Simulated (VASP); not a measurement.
# Cu in VASP: single point with PBE

Aim: the single point of Cu with PBE.

All numbers are computed with VASP 6.6.1; they aren't measurements. Logs are shortened: lines on timing, memory, paths and dates and some standing lists are left out, and cuts for length are marked.

## 1. The cell of the first run

The cell holds a slab with vacuum, 11 atoms: a = 2.556 Å, b = 2.556 Å, c = 32.075 Å, α = 90.00°, β = 90.00°, γ = 90.00°.

## 2. Single point, PBE

File INCAR:

```
SYSTEM = Cu
ALGO = Normal ; EDIFF = 1E-6
ENCUT = 520 ; GGA = PE
GGA_COMPAT = .FALSE. ; ISIF = 2
ISMEAR = 0 ; LASPH = .TRUE.
LCHARG = .TRUE. ; LELF = .TRUE.
LREAL = .FALSE. ; LVHAR = .TRUE.
LWAVE = .FALSE. ; NBANDS = 72
NELM = 120 ; NELMDL = -8
PREC = Accurate ; SIGMA = 0.1
```

File KPOINTS:

```
k-points
0
G
  15 15 1
  0 0 0
```

File POSCAR:

```
Cu
1.0
    2.5561910100      0.0000000000      0.0000000000
    0.0000000000      2.5561910100      0.0000000000
    0.0000000000      0.0000000000     32.0750000000
Cu
11
Direct
    0.0000000000      0.0000000000      0.2163459542
    0.5000000000      0.5000000000      0.2715441136
    0.0000000000      0.0000000000      0.3288268380
    0.5000000000      0.5000000000      0.3859643076
    0.0000000000      0.0000000000      0.4430170655
    0.5000000000      0.5000000000      0.5000000000
    0.0000000000      0.0000000000      0.5569829345
    0.5000000000      0.5000000000      0.6140356924
    0.0000000000      0.0000000000      0.6711731620
    0.5000000000      0.5000000000      0.7284558864
    0.0000000000      0.0000000000      0.7836540458
```

Potentials or basis: VASP PAW PBE potentials, release 64 (Cu).

Run with:

```
cat potpaw_PBE.64/Cu/POTCAR > POTCAR
mpirun -np 1 vasp_std > vasp.out
```

OUTCAR:

```text
SYSTEM = Cu
   EDIFF = 1E-6
   ENCUT = 520
   GGA = PE
   ISIF = 2
   ISMEAR = 0
   LASPH = .TRUE.
   LREAL = .FALSE.
   NELM = 120
   NELMDL = -8
   PREC = Accurate

 ion  position               nearest neighbor table
   1  0.000  0.000  0.216-   2 2.53   2 2.53   2 2.53   2 2.53
   2  0.500  0.500  0.272-   1 2.53   1 2.53   1 2.53   1 2.53   3 2.58   3 2.58   3 2.58   3 2.58

   3  0.000  0.000  0.329-   4 2.57   4 2.57   4 2.57   4 2.57   2 2.58   2 2.58   2 2.58   2 2.58

   4  0.500  0.500  0.386-   5 2.57   5 2.57   5 2.57   5 2.57   3 2.57   3 2.57   3 2.57   3 2.57

   5  0.000  0.000  0.443-   6 2.57   6 2.57   6 2.57   6 2.57   4 2.57   4 2.57   4 2.57   4 2.57

   6  0.500  0.500  0.500-   5 2.57   7 2.57   5 2.57   7 2.57   5 2.57   7 2.57   5 2.57   7 2.57

   7  0.000  0.000  0.557-   6 2.57   6 2.57   6 2.57   6 2.57   8 2.57   8 2.57   8 2.57   8 2.57

   8  0.500  0.500  0.614-   7 2.57   7 2.57   7 2.57   7 2.57   9 2.57   9 2.57   9 2.57   9 2.57

   9  0.000  0.000  0.671-   8 2.57   8 2.57   8 2.57   8 2.57  10 2.58  10 2.58  10 2.58  10 2.58

  10  0.500  0.500  0.728-  11 2.53  11 2.53  11 2.53  11 2.53   9 2.58   9 2.58   9 2.58   9 2.58

  11  0.000  0.000  0.784-  10 2.53  10 2.53  10 2.53  10 2.53

  LATTYP: Found a simple tetragonal cell.
 ALAT       =     2.5561910100
 C/A-ratio  =    12.5479668282

  Lattice vectors:

 A1 = (   2.5561910100,   0.0000000000,   0.0000000000)
 A2 = (   0.0000000000,   2.5561910100,   0.0000000000)
 A3 = (   0.0000000000,   0.0000000000,  32.0750000000)

Analysis of symmetry for initial positions (statically):
=====================================================================
 Subroutine PRICEL returns:
 Original cell was already a primitive cell.

 Routine SETGRP: Setting up the symmetry group for a
 simple tetragonal supercell.

 Subroutine GETGRP returns: Found 16 space group operations
 (whereof 16 operations were pure point group operations)
 out of a pool of 16 trial point group operations.

The static configuration has the point symmetry D_4h.

Analysis of symmetry for dynamics (positions and initial velocities):
=====================================================================
 Subroutine PRICEL returns:
 Original cell was already a primitive cell.

 Routine SETGRP: Setting up the symmetry group for a
 simple tetragonal supercell.

 Subroutine GETGRP returns: Found 16 space group operations
 (whereof 16 operations were pure point group operations)
 out of a pool of 16 trial point group operations.

The dynamic configuration has the point symmetry D_4h.

 Subroutine INISYM returns: Found 16 space group operations
 (whereof 16 operations are pure point group operations),
 and found     1 'primitive' translations

----------------------------------------------------------------------------------------

                                     Primitive cell

  volume of cell :     209.5817

  direct lattice vectors                    reciprocal lattice vectors
     2.556191010  0.000000000  0.000000000     0.391207072  0.000000000  0.000000000
     0.000000000  2.556191010  0.000000000     0.000000000  0.391207072  0.000000000
     0.000000000  0.000000000 32.075000000     0.000000000  0.000000000  0.031176929

  length of vectors
     2.556191010  2.556191010 32.075000000     0.391207072  0.391207072  0.031176929

  position of ions in fractional coordinates (direct lattice)
     0.000000000  0.000000000  0.216345954
     0.500000000  0.500000000  0.271544114
     0.000000000  0.000000000  0.328826838
     0.500000000  0.500000000  0.385964308
     0.000000000  0.000000000  0.443017066
     0.500000000  0.500000000  0.500000000
     0.000000000  0.000000000  0.556982934
     0.500000000  0.500000000  0.614035692
     0.000000000  0.000000000  0.671173162
     0.500000000  0.500000000  0.728455886
     0.000000000  0.000000000  0.783654046

  ion indices of the primitive-cell ions
   primitive index   ion index
                 1           1
                 2           2
                 3           3
                 4           4
                 5           5
                 6           6
                 7           7
                 8           8
                 9           9
                10          10
                11          11

----------------------------------------------------------------------------------------

 KPOINTS: k-points

Automatic generation of k-mesh.
 Grid dimensions read from file:
 generate k-points for:   15   15    1

 Generating k-lattice:

  Cartesian coordinates                     Fractional coordinates (reciprocal lattice)
     0.026080471  0.000000000  0.000000000     0.066666667  0.000000000  0.000000000
     0.000000000  0.026080471  0.000000000     0.000000000  0.066666667  0.000000000
     0.000000000  0.000000000  0.031176929     0.000000000  0.000000000  1.000000000

  Length of vectors
     0.026080471  0.026080471  0.031176929

  Shift w.r.t. Gamma in fractional coordinates (k-lattice)
     0.000000000  0.000000000  0.000000000

 Subroutine IBZKPT returns following result:
 ===========================================

 Found     36 irreducible k-points:

 Following reciprocal coordinates:
            Coordinates               Weight
  0.000000  0.000000  0.000000      1.000000
  0.066667  0.000000  0.000000      4.000000
  0.133333  0.000000  0.000000      4.000000
  0.200000  0.000000  0.000000      4.000000
  0.266667  0.000000  0.000000      4.000000
  0.333333  0.000000  0.000000      4.000000
[... 16 lines left out ...]
  0.266667  0.200000  0.000000      8.000000
  0.333333  0.200000  0.000000      8.000000
 [... further k-points ...]
   k-points           NKPTS =     36   k-points in BZ     NKDIM =     36   number of bands    NBANDS=     72
   number of dos      NEDOS =    301   number of ions     NIONS =     11
   total plane-waves  NPLWV =  96000
   dimension x,y,z NGX =    20 NGY =   20 NGZ =  240
   dimension x,y,z NGXF=    40 NGYF=   40 NGZF=  480
   ions per type =              11
   NGX,Y,Z   is equivalent  to a cutoff of  13.01, 13.01, 12.44 a.u.
   NGXF,Y,Z  is equivalent  to a cutoff of  26.01, 26.01, 24.88 a.u.
 SYSTEM =  Cu
   PREC   = accura    normal or accurate (medium, high low for compatibility)
   ISTART =      0    job   : 0-new  1-cont  2-samecut
   ICHARG =      2    charge: 1-file 2-atom 10-const
   ISPIN  =      1    spin polarized calculation?
   LNONCOLLINEAR =      F non collinear calculations
   LSORBIT =      F    spin-orbit coupling
   LASPH  =      T    aspherical Exc in radial PAW
   ENCUT  =  520.0 eV  38.22 Ry    6.18 a.u.   4.75  4.75 59.64*2*pi/ulx,y,z
   NELM   =    120;   NELMIN=  2; NELMDL= -8     # of ELM steps
   EDIFF  = 0.1E-05   stopping-criterion for ELM
   LREAL  =      F    real-space projection
   EDIFFG = 0.1E-04   stopping-criterion for IOM
   NSW    =      0    number of steps for IOM
   IBRION =     -1    ionic relax: 0-MD 1-quasi-New 2-CG
   NFREE  =      0    steps in history (QN), initial steepest desc. (CG)
   ISIF   =      2    stress and relaxation
   ISYM   =      2    0-nonsym 1-usesym 2-fastsym
   POTIM  = 0.5000    time-step for ionic-motion
   TEBEG  =    0.0;   TEEND  =   0.0 temperature during run
   PSTRESS=    0.0 pullay stress
   NELECT =     121.0000    total number of electrons
   NUPDOWN=      -1.0000    fix difference up-down
   EMIN   =  10.00;   EMAX   =-10.00  energy-range for DOS
   EFERMI =   0.00;   METHOD = LEGACY
   ISMEAR =     0;   SIGMA  =   0.10  broadening in eV -4-tet -1-fermi 0-gaus
   EFERMI_NEDOS =   21; number of points for ismear=-14 and -15
   IALGO  =     38    algorithm
   IMIX   =      4    mixing-type and parameters
     AMIX     =   0.40;   BMIX     =  1.00
     AMIX_MAG =   1.60;   BMIX_MAG =  1.00
  volume/ion in A,a.u.               =      19.05       128.58
  Fermi-wavevector in a.u.,A,eV,Ry     =   1.363177  2.576031 25.283041  1.858251
  Thomas-Fermi vector in A             =   2.489602
   LORBIT       =      0    0 simple, 1 ext, 2 COOP (PROOUT), +10 PAW based schemes
   GGA     = PE    functional components
   LHFCALC =     F    Hartree Fock is set to
   AEXX    =    0.0000 exact exchange contribution
   IVDW    =     0    specifies the selected vdW correction
   LEPSILON=     F    determine dielectric tensor
   LRPA    =     F    only Hartree local field effects (RPA)
 non-spin polarized calculation
 Gauss-broadening in eV      SIGMA  =   0.10
  energy-cutoff  :      520.00
  volume of cell :      209.58
 maximum number of plane-waves:      5689
 NGX is ok and might be reduce to    20
   NGX =  9   NGY =  9   NGZ =119

 number of electron     120.9999813 magnetization

 Free energy of the ion-electron system (eV)
  ---------------------------------------------------
  ext. energy  EPLUGINS =         0.00000000
  ---------------------------------------------------
  free energy    TOTEN  =       -39.84100159 eV

  energy without entropy =      -39.82113916  energy(sigma->0) =      -39.83107037

 E-fermi :   3.0158     XC(G=0):  -8.5123

 val. band max:        3.0135926069   @ k =   0.2667   0.2000   0.0000
 cond. band min:       3.0215289064   @ k =   0.4000   0.3333   0.0000
 fundamental gap:      0.0079362995
 Fermi energy:         3.0157586681

 k-point     1 :       0.0000    0.0000    0.0000
  band No.  band energies     occupation
      1      -6.1726      2.00000
      2      -5.9042      2.00000
      3      -5.4815      2.00000
      4      -4.8939      2.00000
      5      -4.1594      2.00000
      6      -3.3464      2.00000
[... 64 lines left out ...]
     71      10.4264      0.00000
     72      10.5488      0.00000

 k-point     2 :       0.0667    0.0000    0.0000
  band No.  band energies     occupation
      1      -6.0650      2.00000
      2      -5.7979      2.00000
      3      -5.3774      2.00000
      4      -4.7933      2.00000
      5      -4.0639      2.00000
      6      -3.2579      2.00000
[... 64 lines left out ...]
     71      10.5159      0.00000
     72      10.6092      0.00000

 k-point     3 :       0.1333    0.0000    0.0000
  band No.  band energies     occupation
      1      -5.7457      2.00000
      2      -5.4828      2.00000
      3      -5.0700      2.00000
      4      -4.4979      2.00000
      5      -3.7866      2.00000
      6      -3.0064      2.00000
[... 1564 lines left out ...]
     71       9.9344      0.00000
     72      10.2890      0.00000

 k-point    24 :       0.3333    0.2000    0.0000
  band No.  band energies     occupation
      1      -2.9587      2.00000
      2      -2.7644      2.00000
      3      -2.4821      2.00000
      4      -2.1326      2.00000
      5      -1.7726      2.00000
      6      -1.4637      2.00000
[... 64 lines left out ...]
     71       9.2986      0.00000
     72       9.4120      0.00000

 [... further k-points ...]

------------------------ aborting loop because EDIFF is reached ----------------------------------------

  FORCE on cell =-STRESS in cart. coord.  units (eV):
  Direction    XX          YY          ZZ          XY          YZ          ZX
  --------------------------------------------------------------------------------------
  -------------------------------------------------------------------------------------
  Total       -0.6207751     -0.6207751      0.3858105      0.0000000     -0.0000000      0.0000000
  in kB       -4.7456053     -4.7456053      2.9493842      0.0000000     -0.0000000      0.0000000
  external PRESSURE =      -2.1806088 kB  Pullay stress =       0.0000000 kB

 VOLUME and BASIS-vectors are now :
 -----------------------------------------------------------------------------
  energy-cutoff  :      520.00
  volume of cell :      209.58
      direct lattice vectors                 reciprocal lattice vectors
     2.556191010  0.000000000  0.000000000     0.391207072  0.000000000  0.000000000
     0.000000000  2.556191010  0.000000000     0.000000000  0.391207072  0.000000000
     0.000000000  0.000000000 32.075000000     0.000000000  0.000000000  0.031176929

 POSITION                                       TOTAL-FORCE (eV/Angst)
 -----------------------------------------------------------------------------------
      0.00000      0.00000      6.93930         0.000000      0.000000     -0.028054
      1.27810      1.27810      8.70978        -0.000000     -0.000000      0.002631
      0.00000      0.00000     10.54712        -0.000000     -0.000000      0.000646
      1.27810      1.27810     12.37981         0.000000      0.000000     -0.000600
      0.00000      0.00000     14.20977        -0.000000     -0.000000      0.001847
      1.27810      1.27810     16.03750        -0.000000      0.000000      0.000000
      0.00000      0.00000     17.86523         0.000000      0.000000     -0.001847
      1.27810      1.27810     19.69519        -0.000000     -0.000000      0.000600
      0.00000      0.00000     21.52788         0.000000      0.000000     -0.000646
      1.27810      1.27810     23.36522         0.000000     -0.000000     -0.002631
      0.00000      0.00000     25.13570         0.000000      0.000000      0.028054
 -----------------------------------------------------------------------------------
    total drift:                               -0.000000      0.000000      0.000000

  FREE ENERGIE OF THE ION-ELECTRON SYSTEM (eV)
  ---------------------------------------------------
  free  energy   TOTEN  =       -39.8410015869 eV

  energy  without entropy=      -39.8211391569  energy(sigma->0) =      -39.83107037
```

It took 24 min on 1 thread of Intel Xeon Platinum 8375C at 2.90GHz (Ice Lake), shared host; peak memory 0.52 GiB.

What came out:

```yaml
Free_energy: -39.8410 eV
Largest_force: 0.028 eV/Å
Band_gap_on_the_k_mesh: zero (an odd number of electrons rules out a gap without spin polarisation)
```

Forces on the atoms (eV/Å):
```
Cu   0.000  0.000 -0.028
Cu   0.000  0.000  0.003
Cu   0.000  0.000  0.001
Cu   0.000  0.000 -0.001
Cu   0.000  0.000  0.002
Cu   0.000  0.000  0.000
Cu   0.000  0.000 -0.002
Cu   0.000  0.000  0.001
Cu   0.000  0.000 -0.001
Cu   0.000  0.000 -0.003
Cu   0.000  0.000  0.028
```

Levels at points of the mesh, in eV from the Fermi level:
| k point | band 59 | band 60 | band 61 | band 62 | band 63 | band 64 |
| --- | --- | --- | --- | --- | --- | --- |
| (0.00, 0.00, 0.00) | -1.50 | -1.48 | -1.48 | -1.46 | -1.46 | -1.19 |
